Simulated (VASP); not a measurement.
# C (Fd-3m) in VASP: further runs

C is run at these levels: r2SCAN; tasks: single point, relaxation of cell and atoms.

Everything below comes from runs of VASP 6.6.1. Logs are shortened: lines on timing, memory, paths and dates and some standing lists are left out, and cuts for length are marked.

## 1. The cell of the first run

It takes space group Fd-3m (No. 227, cubic). The conventional cell has a = 3.560 Å, b = 3.560 Å, c = 3.560 Å, α = 90.00°, β = 90.00°, γ = 90.00°. Within 2.1 Å of C (site symmetry -43m) lie 4 C at 1.54 Å.

## 2. Single point, r2SCAN

Contents of POSCAR:

```
C
1.0
    0.0000000000      1.7801060539      1.7801060539
    1.7801060539      0.0000000000      1.7801060539
    1.7801060539      1.7801060539      0.0000000000
C
2
Direct
   -0.1250000000     -0.1250000000     -0.1250000000
    0.1250000000      0.1250000000      0.1250000000
```

Contents of INCAR.step1:

```
SYSTEM = C
  PREC = Accurate
  ENCUT = 520
  ISMEAR = -1
  SIGMA = 0.08
  LREAL = .False.
  LASPH = .True.
  NELM = 60
  NBANDS = 11
  GGA = PE
  ALGO = Normal
  EDIFF = 1E-4
  LWAVE = .True.
  LCHARG = .False.
```

Contents of INCAR.step2:

```
SYSTEM = C
  PREC = Accurate
  ENCUT = 520
  EDIFF = 1E-7
  ISMEAR = -1
  SIGMA = 0.08
  LREAL = .False.
  LASPH = .True.
  NELM = 60
  ALGO = Normal
  ISIF = 2
  LWAVE = .False.
  LCHARG = .False.
  METAGGA = R2SCAN
  LMIXTAU = .True.
  NBANDS = 11
  ISTART = 1
```

Contents of KPOINTS:

```
Automatic mesh
0
Gamma
  20 20 20
  0 0 0
```

Potentials or basis: VASP PAW PBE potentials, release 64 (C).

Command:

```
cat potpaw_PBE.64/C/POTCAR > POTCAR
cp INCAR.step1 INCAR
mpirun -np 1 vasp_std > vasp.out
cp INCAR.step2 INCAR
mpirun -np 1 vasp_std > vasp.out
```

OUTCAR:

```text
SYSTEM = C
   PREC = Accurate
   ENCUT = 520
   EDIFF = 1E-7
   ISMEAR = -1
   LREAL = .False.
   LASPH = .True.
   NELM = 60
   ISIF = 2
   METAGGA = R2SCAN
   ISTART = 1

 ion  position               nearest neighbor table
   1  0.875  0.875  0.875-   2 1.54   2 1.54   2 1.54   2 1.54
   2  0.125  0.125  0.125-   1 1.54   1 1.54   1 1.54   1 1.54

  LATTYP: Found a face centered cubic cell.
 ALAT       =     3.5602121078

  Lattice vectors:

 A1 = (   0.0000000000,   1.7801060539,   1.7801060539)
 A2 = (   1.7801060539,   0.0000000000,   1.7801060539)
 A3 = (   1.7801060539,   1.7801060539,   0.0000000000)

Analysis of symmetry for initial positions (statically):
=====================================================================
 Subroutine PRICEL returns:
 Original cell was already a primitive cell.

 Routine SETGRP: Setting up the symmetry group for a
 face centered cubic supercell.

 Subroutine GETGRP returns: Found 48 space group operations
 (whereof 12 operations were pure point group operations)
 out of a pool of 48 trial point group operations.

The static configuration has the point symmetry D_3d.
 The point group associated with its full space group is O_h .

Analysis of symmetry for dynamics (positions and initial velocities):
=====================================================================
 Subroutine PRICEL returns:
 Original cell was already a primitive cell.

 Routine SETGRP: Setting up the symmetry group for a
 face centered cubic supercell.

 Subroutine GETGRP returns: Found 48 space group operations
 (whereof 12 operations were pure point group operations)
 out of a pool of 48 trial point group operations.

The dynamic configuration has the point symmetry D_3d.
 The point group associated with its full space group is O_h .

 Subroutine INISYM returns: Found 48 space group operations
 (whereof 12 operations are pure point group operations),
 and found     1 'primitive' translations

----------------------------------------------------------------------------------------

                                     Primitive cell

  volume of cell :      11.2815

  direct lattice vectors                    reciprocal lattice vectors
     0.000000000  1.780106054  1.780106054    -0.280882141  0.280882141  0.280882141
     1.780106054  0.000000000  1.780106054     0.280882141 -0.280882141  0.280882141
     1.780106054  1.780106054  0.000000000     0.280882141  0.280882141 -0.280882141

  length of vectors
     2.517450124  2.517450124  2.517450124     0.486502140  0.486502140  0.486502140

  position of ions in fractional coordinates (direct lattice)
     0.875000000  0.875000000  0.875000000
     0.125000000  0.125000000  0.125000000

  ion indices of the primitive-cell ions
   primitive index   ion index
                 1           1
                 2           2

----------------------------------------------------------------------------------------

 KPOINTS: Automatic mesh

Automatic generation of k-mesh.
 Grid dimensions read from file:
 generate k-points for:   20   20   20

 Generating k-lattice:

  Cartesian coordinates                     Fractional coordinates (reciprocal lattice)
    -0.014044107  0.014044107  0.014044107     0.050000000  0.000000000  0.000000000
     0.014044107 -0.014044107  0.014044107     0.000000000  0.050000000  0.000000000
     0.014044107  0.014044107 -0.014044107     0.000000000  0.000000000  0.050000000

  Length of vectors
     0.024325107  0.024325107  0.024325107

  Shift w.r.t. Gamma in fractional coordinates (k-lattice)
     0.000000000  0.000000000  0.000000000

 Subroutine IBZKPT returns following result:
 ===========================================

 Found    256 irreducible k-points:

 Following reciprocal coordinates:
            Coordinates               Weight
  0.000000  0.000000  0.000000      1.000000
  0.050000  0.000000  0.000000      8.000000
  0.100000  0.000000  0.000000      8.000000
  0.150000  0.000000  0.000000      8.000000
  0.200000  0.000000  0.000000      8.000000
  0.250000  0.000000  0.000000      8.000000
[... 16 lines left out ...]
 -0.400000  0.050000  0.000000     24.000000
 -0.350000  0.050000  0.000000     24.000000
 [... further k-points ...]
   k-points           NKPTS =    256   k-points in BZ     NKDIM =    256   number of bands    NBANDS=     11
   number of dos      NEDOS =    301   number of ions     NIONS =      2
   total plane-waves  NPLWV =   8000
   dimension x,y,z NGX =    20 NGY =   20 NGZ =   20
   dimension x,y,z NGXF=    40 NGYF=   40 NGZF=   40
   ions per type =               2
   NGX,Y,Z   is equivalent  to a cutoff of  13.21, 13.21, 13.21 a.u.
   NGXF,Y,Z  is equivalent  to a cutoff of  26.41, 26.41, 26.41 a.u.
 SYSTEM =  C
   PREC   = accura    normal or accurate (medium, high low for compatibility)
   ISTART =      1    job   : 0-new  1-cont  2-samecut
   ICHARG =      0    charge: 1-file 2-atom 10-const
   ISPIN  =      1    spin polarized calculation?
   LNONCOLLINEAR =      F non collinear calculations
   LSORBIT =      F    spin-orbit coupling
   LASPH  =      T    aspherical Exc in radial PAW
   ENCUT  =  520.0 eV  38.22 Ry    6.18 a.u.   4.68  4.68  4.68*2*pi/ulx,y,z
   NELM   =     60;   NELMIN=  2; NELMDL=  0     # of ELM steps
   EDIFF  = 0.1E-06   stopping-criterion for ELM
   LREAL  =      F    real-space projection
   EDIFFG = 0.1E-05   stopping-criterion for IOM
   NSW    =      0    number of steps for IOM
   IBRION =     -1    ionic relax: 0-MD 1-quasi-New 2-CG
   NFREE  =      0    steps in history (QN), initial steepest desc. (CG)
   ISIF   =      2    stress and relaxation
   ISYM   =      2    0-nonsym 1-usesym 2-fastsym
   POTIM  = 0.5000    time-step for ionic-motion
   TEBEG  =    0.0;   TEEND  =   0.0 temperature during run
   PSTRESS=    0.0 pullay stress
   NELECT =       8.0000    total number of electrons
   NUPDOWN=      -1.0000    fix difference up-down
   EMIN   =  10.00;   EMAX   =-10.00  energy-range for DOS
   EFERMI =   0.00;   METHOD = LEGACY
   ISMEAR =    -1;   SIGMA  =   0.08  broadening in eV -4-tet -1-fermi 0-gaus
   EFERMI_NEDOS =   21; number of points for ismear=-14 and -15
   IALGO  =     38    algorithm
   IMIX   =      4    mixing-type and parameters
     AMIX     =   0.40;   BMIX     =  1.00
     AMIX_MAG =   1.60;   BMIX_MAG =  1.00
  volume/ion in A,a.u.               =       5.64        38.07
  Fermi-wavevector in a.u.,A,eV,Ry     =   1.459875  2.758763 28.997206  2.131234
  Thomas-Fermi vector in A             =   2.576391
   LORBIT       =      0    0 simple, 1 ext, 2 COOP (PROOUT), +10 PAW based schemes
   METAGGA = R2SCAN    functional components
   LHFCALC =     F    Hartree Fock is set to
   AEXX    =    0.0000 exact exchange contribution
   IVDW    =     0    specifies the selected vdW correction
   LEPSILON=     F    determine dielectric tensor
   LRPA    =     F    only Hartree local field effects (RPA)
 non-spin polarized calculation
  energy-cutoff  :      520.00
  volume of cell :       11.28
 maximum number of plane-waves:       318
   NGX =  9   NGY =  9   NGZ =  9

 number of electron       7.9999999 magnetization

 Free energy of the ion-electron system (eV)
  ---------------------------------------------------
  ext. energy  EPLUGINS =         0.00000000
  ---------------------------------------------------
  free energy    TOTEN  =       -19.65720311 eV

  energy without entropy =      -19.65720311  energy(sigma->0) =      -19.65720311

 E-fermi :  11.1670     XC(G=0): -14.2882

 val. band max:        9.7929117809   @ k =   0.0000   0.0000   0.0000
 cond. band min:      14.1291706756   @ k =   0.3500   0.3500   0.0000
 fundamental gap:      4.3362588947
 Fermi energy:        11.1669704694

 k-point     1 :       0.0000    0.0000    0.0000
  band No.  band energies     occupation
      1     -12.9788      2.00000
      2       9.7929      2.00000
      3       9.7929      2.00000
      4       9.7929      2.00000
      5      15.6436      0.00000
      6      15.6436      0.00000
      7      15.6436      0.00000
      8      23.7430      0.00000
      9      30.2624      0.00000
     10      37.2420      0.00000
     11      37.2420      0.00000

 k-point     2 :       0.0500    0.0000    0.0000
  band No.  band energies     occupation
      1     -12.9061      2.00000
      2       9.2688      2.00000
      3       9.6597      2.00000
      4       9.6597      2.00000
      5      15.8174      0.00000
      6      15.8174      0.00000
      7      15.9692      0.00000
      8      23.8152      0.00000
      9      30.3928      0.00000
     10      36.1032      0.00000
     11      36.1032      0.00000

 k-point     3 :       0.1000    0.0000    0.0000
  band No.  band energies     occupation
      1     -12.6884      2.00000
      2       7.9887      2.00000
      3       9.3128      2.00000
      4       9.3128      2.00000
      5      16.2746      0.00000
      6      16.2746      0.00000
      7      16.6635      0.00000
      8      24.0304      0.00000
      9      30.7423      0.00000
     10      34.7686      0.00000
     11      34.7686      0.00000

 k-point     4 :       0.1500    0.0000    0.0000
  band No.  band energies     occupation
      1     -12.3268      2.00000
      2       6.3522      2.00000
      3       8.8561      2.00000
      4       8.8561      2.00000
      5      16.8761      0.00000
      6      16.8761      0.00000
      7      17.3636      0.00000
      8      24.3774      0.00000
      9      31.1871      0.00000
     10      33.7749      0.00000
     11      33.7749      0.00000
[... 239 lines left out ...]
 k-point    22 :      -0.4500    0.0500    0.0000
  band No.  band energies     occupation
      1      -7.2088      2.00000
      2      -3.9343      2.00000
      3       6.4538      2.00000
      4       6.7788      2.00000
      5      18.6639      0.00000
      6      18.8292      0.00000
      7      19.2430      0.00000
      8      26.5262      0.00000
      9      32.7155      0.00000
     10      35.5354      0.00000
     11      36.2872      0.00000

 k-point    23 :      -0.4000    0.0500    0.0000
  band No.  band energies     occupation
      1      -8.1244      2.00000
      2      -2.7394      2.00000
      3       6.4651      2.00000
      4       6.9876      2.00000
      5      18.6938      0.00000
      6      18.7673      0.00000
      7      19.1878      0.00000
      8      26.3835      0.00000
      9      32.4280      0.00000
     10      34.9800      0.00000
     11      35.7638      0.00000

 k-point    24 :      -0.3500    0.0500    0.0000
  band No.  band energies     occupation
      1      -9.1273      2.00000
      2      -1.2233      2.00000
      3       6.5750      2.00000
      4       7.2819      2.00000
      5      18.5103      0.00000
      6      18.8260      0.00000
      7      19.0822      0.00000
      8      26.1005      0.00000
      9      32.1528      0.00000
     10      33.6989      0.00000
     11      35.4932      0.00000

 [... further k-points ...]
[... 5 lines left out ...]
  --------------------------------------------------------------------------------------
  -------------------------------------------------------------------------------------
  Total        0.0806765      0.0806765      0.0806765     -0.0000000     -0.0000000      0.0000000
  in kB       11.4574983     11.4574983     11.4574983     -0.0000000     -0.0000000      0.0000000
  external PRESSURE =      11.4574983 kB  Pullay stress =       0.0000000 kB

 VOLUME and BASIS-vectors are now :
 -----------------------------------------------------------------------------
  energy-cutoff  :      520.00
  volume of cell :       11.28
      direct lattice vectors                 reciprocal lattice vectors
     0.000000000  1.780106054  1.780106054    -0.280882141  0.280882141  0.280882141
     1.780106054  0.000000000  1.780106054     0.280882141 -0.280882141  0.280882141
     1.780106054  1.780106054  0.000000000     0.280882141  0.280882141 -0.280882141

 POSITION                                       TOTAL-FORCE (eV/Angst)
 -----------------------------------------------------------------------------------
      3.11519      3.11519      3.11519         0.000000      0.000000      0.000000
      0.44503      0.44503      0.44503        -0.000000     -0.000000     -0.000000
 -----------------------------------------------------------------------------------
    total drift:                                0.000000      0.000000     -0.000000

  FREE ENERGIE OF THE ION-ELECTRON SYSTEM (eV)
  ---------------------------------------------------
  free  energy   TOTEN  =       -19.6572031119 eV

  energy  without entropy=      -19.6572031118  energy(sigma->0) =      -19.65720311
```

It took 69 s on 1 thread of Intel Xeon 6975P-C, shared host; peak memory 0.14 GiB.

Results:

- Free energy: -19.6572 eV
- Pressure: 1.1 GPa
- Band gap on the k mesh: 4.34 eV, indirect (least direct gap 5.85 eV)

Levels at points of the mesh, in eV from the valence-band top:
```tsv
k point	band 1	band 2	band 3	band 4	band 5	band 6	band 7	band 8	band 9
(0.00, 0.00, 0.00)	-22.77	0.00	0.00	0.00	5.85	5.85	5.85	13.95	20.47
(0.50, 0.00, 0.00)	-16.79	-14.11	-2.99	-2.99	8.90	8.90	9.21	16.75	23.30
(0.50, 0.50, 0.00)	-13.63	-13.63	-6.69	-6.69	5.01	5.01	17.96	17.96	24.73
```

Caveat: the PAW data sets were made with another functional, which shifts forces and pressure a little. A k mesh can miss the band edges.

(Continued in part 2 of 2.)
